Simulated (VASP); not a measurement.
# ReOF3 (Re(O)(F)3) in VASP: notebook

The runs below take ReOF3 (Re(O)(F)3) through single point, with PBE.

Program: VASP 6.6.1. These are calculated values, not measurements. Logs are shortened: lines on timing, memory, paths and dates and some standing lists are left out, and cuts for length are marked.

### 1 The cell of the first run

The cell holds a molecule in a box, 5 atoms: a = 12.480 Å, b = 12.550 Å, c = 9.920 Å, α = 90.00°, β = 90.00°, γ = 90.00°.

### 2 Single point, PBE

Contents of INCAR:

```
PREC = Accurate ; ENCUT = 520
EDIFF = 1E-7 ; ISMEAR = 0
SIGMA = 0.01 ; LREAL = False
LASPH = True ; NELM = 60
ALGO = Normal ; ISIF = 2
LWAVE = False ; LCHARG = True
GGA = PE ; LELF = True
LVHAR = True ; NBANDS = 25
```

Contents of KPOINTS:

```
regular mesh
0
Gamma
  1 1 1
```

Contents of POSCAR:

```
ReOF3
1.0
   12.4800000000      0.0000000000      0.0000000000
    0.0000000000     12.5500000000      0.0000000000
    0.0000000000      0.0000000000      9.9200000000
Re O F
1 1 3
Direct
    0.5077724400      0.4998207200      0.5015403200
    0.6390825300      0.4998207200      0.5461068500
    0.4973036900      0.6410757000      0.4536290300
    0.3605769200      0.4998207200      0.5440453600
    0.4973036900      0.3585657400      0.4536290300
```

Potentials or basis: VASP PAW PBE potentials, release 64 (Re, O, F).

Command:

```console
$ cat potpaw_PBE.64/Re/POTCAR potpaw_PBE.64/O/POTCAR potpaw_PBE.64/F/POTCAR > POTCAR
$ mpirun -np 1 vasp_gam > vasp.out
```

OUTCAR:

```text
PREC = Accurate
   ENCUT = 520
   EDIFF = 1E-7
   ISMEAR = 0
   LREAL = False
   LASPH = True
   NELM = 60
   ISIF = 2
   GGA = PE

 ion  position               nearest neighbor table
   1  0.508  0.500  0.502-   2 1.70   3 1.84   5 1.84   4 1.88
   2  0.639  0.500  0.546-   1 1.70
   3  0.497  0.641  0.454-   1 1.84
   4  0.361  0.500  0.544-   1 1.88
   5  0.497  0.359  0.454-   1 1.84

  LATTYP: Found a simple orthorhombic cell.
 ALAT       =     9.9200000000
 B/A-ratio  =     1.2580645161
 C/A-ratio  =     1.2651209677

  Lattice vectors:

 A1 = (   0.0000000000,   0.0000000000,   9.9200000000)
 A2 = (  12.4800000000,   0.0000000000,   0.0000000000)
 A3 = (   0.0000000000,  12.5500000000,   0.0000000000)

Analysis of symmetry for initial positions (statically):
=====================================================================
 Subroutine PRICEL returns:
 Original cell was already a primitive cell.

 Routine SETGRP: Setting up the symmetry group for a
 simple orthorhombic supercell.

 Subroutine GETGRP returns: Found  2 space group operations
 (whereof  1 operations were pure point group operations)
 out of a pool of  8 trial point group operations.

The static configuration has the point symmetry C_1 .
 The point group associated with its full space group is C_1h.

Analysis of symmetry for dynamics (positions and initial velocities):
=====================================================================
 Subroutine PRICEL returns:
 Original cell was already a primitive cell.

 Routine SETGRP: Setting up the symmetry group for a
 simple orthorhombic supercell.

 Subroutine GETGRP returns: Found  2 space group operations
 (whereof  1 operations were pure point group operations)
 out of a pool of  8 trial point group operations.

The dynamic configuration has the point symmetry C_1 .
 The point group associated with its full space group is C_1h.

 Subroutine INISYM returns: Found  2 space group operations
 (whereof  1 operations are pure point group operations),
 and found     1 'primitive' translations

----------------------------------------------------------------------------------------

                                     Primitive cell

  volume of cell :    1553.7101

  direct lattice vectors                    reciprocal lattice vectors
    12.480000000  0.000000000  0.000000000     0.080128205  0.000000000  0.000000000
     0.000000000 12.550000000  0.000000000     0.000000000  0.079681275  0.000000000
     0.000000000  0.000000000  9.920000000     0.000000000  0.000000000  0.100806452

  length of vectors
    12.480000000 12.550000000  9.920000000     0.080128205  0.079681275  0.100806452

  position of ions in fractional coordinates (direct lattice)
     0.507772440  0.499820720  0.501540320
     0.639082530  0.499820720  0.546106850
     0.497303690  0.641075700  0.453629030
     0.360576920  0.499820720  0.544045360
     0.497303690  0.358565740  0.453629030

  ion indices of the primitive-cell ions
   primitive index   ion index
                 1           1
                 2           2
                 3           3
                 4           4
                 5           5

----------------------------------------------------------------------------------------

 KPOINTS: regular mesh

Automatic generation of k-mesh.
 Grid dimensions read from file:
 generate k-points for:    1    1    1

 Generating k-lattice:

  Cartesian coordinates                     Fractional coordinates (reciprocal lattice)
     0.080128205  0.000000000  0.000000000     1.000000000  0.000000000  0.000000000
     0.000000000  0.079681275  0.000000000     0.000000000  1.000000000  0.000000000
     0.000000000  0.000000000  0.100806452     0.000000000  0.000000000  1.000000000

  Length of vectors
     0.080128205  0.079681275  0.100806452

  Shift w.r.t. Gamma in fractional coordinates (k-lattice)
     0.000000000  0.000000000  0.000000000

 Subroutine IBZKPT returns following result:
 ===========================================

 Found      1 irreducible k-points:

 Following reciprocal coordinates:
            Coordinates               Weight
  0.000000  0.000000  0.000000      1.000000
   k-points           NKPTS =      1   k-points in BZ     NKDIM =      1   number of bands    NBANDS=     25
   number of dos      NEDOS =    301   number of ions     NIONS =      5
   total plane-waves  NPLWV = 737280
   dimension x,y,z NGX =    96 NGY =   96 NGZ =   80
   dimension x,y,z NGXF=   192 NGYF=  192 NGZF=  160
   ions per type =               1   1   3
   NGX,Y,Z   is equivalent  to a cutoff of  12.79, 12.72, 13.41 a.u.
   NGXF,Y,Z  is equivalent  to a cutoff of  25.58, 25.43, 26.81 a.u.
 SYSTEM =  unknown system
   PREC   = accura    normal or accurate (medium, high low for compatibility)
   ISTART =      0    job   : 0-new  1-cont  2-samecut
   ICHARG =      2    charge: 1-file 2-atom 10-const
   ISPIN  =      1    spin polarized calculation?
   LNONCOLLINEAR =      F non collinear calculations
   LSORBIT =      F    spin-orbit coupling
   LASPH  =      T    aspherical Exc in radial PAW
   ENCUT  =  520.0 eV  38.22 Ry    6.18 a.u.  23.20 23.33 18.44*2*pi/ulx,y,z
   NELM   =     60;   NELMIN=  2; NELMDL= -5     # of ELM steps
   EDIFF  = 0.1E-06   stopping-criterion for ELM
   LREAL  =      F    real-space projection
   EDIFFG = 0.1E-05   stopping-criterion for IOM
   NSW    =      0    number of steps for IOM
   IBRION =     -1    ionic relax: 0-MD 1-quasi-New 2-CG
   NFREE  =      0    steps in history (QN), initial steepest desc. (CG)
   ISIF   =      2    stress and relaxation
   ISYM   =      2    0-nonsym 1-usesym 2-fastsym
   POTIM  = 0.5000    time-step for ionic-motion
   TEBEG  =    0.0;   TEEND  =   0.0 temperature during run
   PSTRESS=    0.0 pullay stress
   NELECT =      34.0000    total number of electrons
   NUPDOWN=      -1.0000    fix difference up-down
   EMIN   =  10.00;   EMAX   =-10.00  energy-range for DOS
   EFERMI =   0.00;   METHOD = LEGACY
   ISMEAR =     0;   SIGMA  =   0.01  broadening in eV -4-tet -1-fermi 0-gaus
   EFERMI_NEDOS =   21; number of points for ismear=-14 and -15
   IALGO  =     38    algorithm
   IMIX   =      4    mixing-type and parameters
     AMIX     =   0.40;   BMIX     =  1.00
     AMIX_MAG =   1.60;   BMIX_MAG =  1.00
  volume/ion in A,a.u.               =     310.74      2096.99
  Fermi-wavevector in a.u.,A,eV,Ry     =   0.457908  0.865320  2.852860  0.209679
  Thomas-Fermi vector in A             =   1.442922
   LORBIT       =      0    0 simple, 1 ext, 2 COOP (PROOUT), +10 PAW based schemes
   GGA     = PE    functional components
   LHFCALC =     F    Hartree Fock is set to
   AEXX    =    0.0000 exact exchange contribution
   IVDW    =     0    specifies the selected vdW correction
   LEPSILON=     F    determine dielectric tensor
   LRPA    =     F    only Hartree local field effects (RPA)
 non-spin polarized calculation
 Gauss-broadening in eV      SIGMA  =   0.01
  energy-cutoff  :      520.00
  volume of cell :     1553.71
 maximum number of plane-waves:     20909
 NGX is ok and might be reduce to    96
   NGX = 47   NGY = 47   NGZ = 37

 number of electron      34.0000000 magnetization

 Free energy of the ion-electron system (eV)
  ---------------------------------------------------
  ext. energy  EPLUGINS =         0.00000000
  ---------------------------------------------------
  free energy    TOTEN  =       -30.61476239 eV

  energy without entropy =      -30.61476239  energy(sigma->0) =      -30.61476239

 E-fermi :  -6.1614     XC(G=0):  -0.8480

 val. band max:       -6.2554303238   @ k =   0.0000   0.0000   0.0000
 cond. band min:      -5.5025996060   @ k =   0.0000   0.0000   0.0000
 fundamental gap:      0.7528307178
 Fermi energy:        -6.1613507556

 k-point     1 :       0.0000    0.0000    0.0000
  band No.  band energies     occupation
      1     -30.6188      2.00000
      2     -30.0575      2.00000
      3     -29.4866      2.00000
      4     -24.6323      2.00000
      5     -13.7613      2.00000
      6     -13.0024      2.00000
[... 17 lines left out ...]
     24       0.5437      0.00000
     25       0.6068      0.00000

------------------------ aborting loop because EDIFF is reached ----------------------------------------

  FORCE on cell =-STRESS in cart. coord.  units (eV):
  Direction    XX          YY          ZZ          XY          YZ          ZX
  --------------------------------------------------------------------------------------
  -------------------------------------------------------------------------------------
  Total        0.5652556      0.3781078     -0.0447193      0.0000000      0.0000000      0.0316836
  in kB        0.5828885      0.3899026     -0.0461143      0.0000000      0.0000000      0.0326720
  external PRESSURE =       0.3088923 kB  Pullay stress =       0.0000000 kB

 VOLUME and BASIS-vectors are now :
 -----------------------------------------------------------------------------
  energy-cutoff  :      520.00
  volume of cell :     1553.71
      direct lattice vectors                 reciprocal lattice vectors
    12.480000000  0.000000000  0.000000000     0.080128205  0.000000000  0.000000000
     0.000000000 12.550000000  0.000000000     0.000000000  0.079681275  0.000000000
     0.000000000  0.000000000  9.920000000     0.000000000  0.000000000  0.100806452

 POSITION                                       TOTAL-FORCE (eV/Angst)
 -----------------------------------------------------------------------------------
      6.33700      6.27275      4.97528         0.156123      0.000000      0.014419
      7.97575      6.27275      5.41738         0.179751      0.000000      0.074154
      6.20635      8.04550      4.50000        -0.052289      0.154846     -0.074103
      4.50000      6.27275      5.39693        -0.231297      0.000000      0.059633
      6.20635      4.50000      4.50000        -0.052289     -0.154846     -0.074103
 -----------------------------------------------------------------------------------
    total drift:                                0.000462     -0.000076     -0.000433

  FREE ENERGIE OF THE ION-ELECTRON SYSTEM (eV)
  ---------------------------------------------------
  free  energy   TOTEN  =       -30.6147623866 eV

  energy  without entropy=      -30.6147623866  energy(sigma->0) =      -30.61476239
```

Run time: 1.9 min. Hardware: 1 thread of Intel Xeon 6975P-C (Granite Rapids), shared host; peak memory 1.3 GiB.

What came out:

| Property | Result |
| --- | --- |
| Free energy | -30.6148 eV |
| Largest force | 0.239 eV/Å |
| Gap between the frontier levels | 0.75 eV |

Forces on the atoms (eV/Å):
```
Re   0.156  0.000  0.014
O    0.180  0.000  0.074
F   -0.052  0.155 -0.074
F   -0.231  0.000  0.060
F   -0.052 -0.155 -0.074
```

Caveat: spin-orbit coupling is left out, which moves the levels of the heavy elements.

### 3 Single point, PBE

Contents of INCAR:

```
PREC = Accurate ; ENCUT = 520
EDIFF = 1E-6 ; ISMEAR = 0
SIGMA = 0.01 ; LREAL = False
LASPH = True ; NELM = 120
ALGO = Normal ; ISIF = 2
LWAVE = False ; LCHARG = True
GGA = PE ; LELF = True
LVHAR = True ; NBANDS = 29
GGA_COMPAT = False ; NELMDL = -8
```

KPOINTS is that of step 2.

POSCAR is that of step 2.

Potentials or basis: VASP PAW PBE potentials, release 64 (Re_sv_GW, O, F).

Command:

```console
$ cat potpaw_PBE.64/Re_sv_GW/POTCAR potpaw_PBE.64/O/POTCAR potpaw_PBE.64/F/POTCAR > POTCAR
$ mpirun -np 1 vasp_gam > vasp.out
```

OUTCAR:

```text
PREC = Accurate
   ENCUT = 520
   EDIFF = 1E-6
   ISMEAR = 0
   LREAL = False
   LASPH = True
   NELM = 120
   ISIF = 2
   GGA = PE
   NELMDL = -8

 ion  position               nearest neighbor table
   1  0.508  0.500  0.502-   2 1.70   3 1.84   5 1.84   4 1.88
   2  0.639  0.500  0.546-   1 1.70
   3  0.497  0.641  0.454-   1 1.84
   4  0.361  0.500  0.544-   1 1.88
   5  0.497  0.359  0.454-   1 1.84

  LATTYP: Found a simple orthorhombic cell.
 ALAT       =     9.9200000000
 B/A-ratio  =     1.2580645161
 C/A-ratio  =     1.2651209677

  Lattice vectors:

 A1 = (   0.0000000000,   0.0000000000,   9.9200000000)
 A2 = (  12.4800000000,   0.0000000000,   0.0000000000)
 A3 = (   0.0000000000,  12.5500000000,   0.0000000000)

Analysis of symmetry for initial positions (statically):
=====================================================================
 Subroutine PRICEL returns:
 Original cell was already a primitive cell.

 Routine SETGRP: Setting up the symmetry group for a
 simple orthorhombic supercell.

[... 148 lines left out ...]

  energy without entropy =      -32.64323606  energy(sigma->0) =      -32.64323606

 E-fermi :  -5.8992     XC(G=0):  -0.8579

 val. band max:       -6.1874921827   @ k =   0.0000   0.0000   0.0000
 cond. band min:      -5.3979607659   @ k =   0.0000   0.0000   0.0000
 fundamental gap:      0.7895314169
 Fermi energy:        -5.8992143228

 k-point     1 :       0.0000    0.0000    0.0000
  band No.  band energies     occupation
      1     -88.1944      2.00000
      2     -50.4939      2.00000
      3     -50.3948      2.00000
      4     -49.3424      2.00000
      5     -30.5632      2.00000
      6     -29.9187      2.00000
[... 21 lines left out ...]
     28       0.5885      0.00000
     29       0.6533      0.00000

------------------------ aborting loop because EDIFF is reached ----------------------------------------

  FORCE on cell =-STRESS in cart. coord.  units (eV):
  Direction    XX          YY          ZZ          XY          YZ          ZX
  --------------------------------------------------------------------------------------
  -------------------------------------------------------------------------------------
  Total       -1.0122084     -1.0057309     -0.4248173      0.0000000      0.0000000     -0.0680406
  in kB       -1.0437837     -1.0371042     -0.4380693      0.0000000      0.0000000     -0.0701631
  external PRESSURE =      -0.8396524 kB  Pullay stress =       0.0000000 kB

 VOLUME and BASIS-vectors are now :
 -----------------------------------------------------------------------------
  energy-cutoff  :      520.00
  volume of cell :     1553.71
      direct lattice vectors                 reciprocal lattice vectors
    12.480000000  0.000000000  0.000000000     0.080128205  0.000000000  0.000000000
     0.000000000 12.550000000  0.000000000     0.000000000  0.079681275  0.000000000
     0.000000000  0.000000000  9.920000000     0.000000000  0.000000000  0.100806452

 POSITION                                       TOTAL-FORCE (eV/Angst)
 -----------------------------------------------------------------------------------
      6.33700      6.27275      4.97528         0.291368      0.000000      0.019997
      7.97575      6.27275      5.41738        -0.304751      0.000000     -0.056770
      6.20635      8.04550      4.50000        -0.033816     -0.178746      0.026823
      4.50000      6.27275      5.39693         0.081017      0.000000     -0.016873
      6.20635      4.50000      4.50000        -0.033816      0.178746      0.026823
 -----------------------------------------------------------------------------------
    total drift:                                0.000350     -0.000067     -0.000388

  FREE ENERGIE OF THE ION-ELECTRON SYSTEM (eV)
  ---------------------------------------------------
  free  energy   TOTEN  =       -32.6432360596 eV

  energy  without entropy=      -32.6432360596  energy(sigma->0) =      -32.64323606
```

OSZICAR:

```text
N       E                     dE             d eps       ncg     rms          rms(c)
DAV:   1     0.632205686522E+03    0.63221E+03   -0.14787E+04    74   0.972E+02
DAV:   2     0.137059815027E+03   -0.49515E+03   -0.47321E+03   116   0.208E+02
DAV:   3    -0.317544717352E+02   -0.16881E+03   -0.16824E+03    71   0.154E+02
[... 26 lines left out ...]
DAV:  30    -0.326432244213E+02   -0.43206E-05   -0.18458E-07    44   0.210E-03    0.462E-03
DAV:  31    -0.326432295850E+02   -0.51638E-05   -0.13528E-07    39   0.180E-03    0.621E-03
DAV:  32    -0.326432337344E+02   -0.41494E-05   -0.22177E-07    39   0.196E-03    0.179E-03
DAV:  33    -0.326432355518E+02   -0.18174E-05   -0.96890E-08    44   0.144E-03    0.266E-03
DAV:  34    -0.326432360596E+02   -0.50777E-06   -0.41752E-08    44   0.955E-04
   1 F= -.32643236E+02 E0= -.32643236E+02  d E =0.000000E+00
```

Wall time 3.5 min (1 thread of Intel Xeon Platinum 8375C at 2.90GHz (Ice Lake), shared host); peak memory 1.3 GiB.

Results:

| Item | Value |
| --- | --- |
| Free energy | -32.6432 eV |
| Largest force | 0.310 eV/Å |
| Gap between the frontier levels | 0.79 eV |

Forces on the atoms (eV/Å):
```
Re   0.291  0.000  0.020
O   -0.305  0.000 -0.057
F   -0.034 -0.179  0.027
F    0.081  0.000 -0.017
F   -0.034  0.179  0.027
```

Caveat: spin-orbit coupling is left out, which moves the levels of the heavy elements.
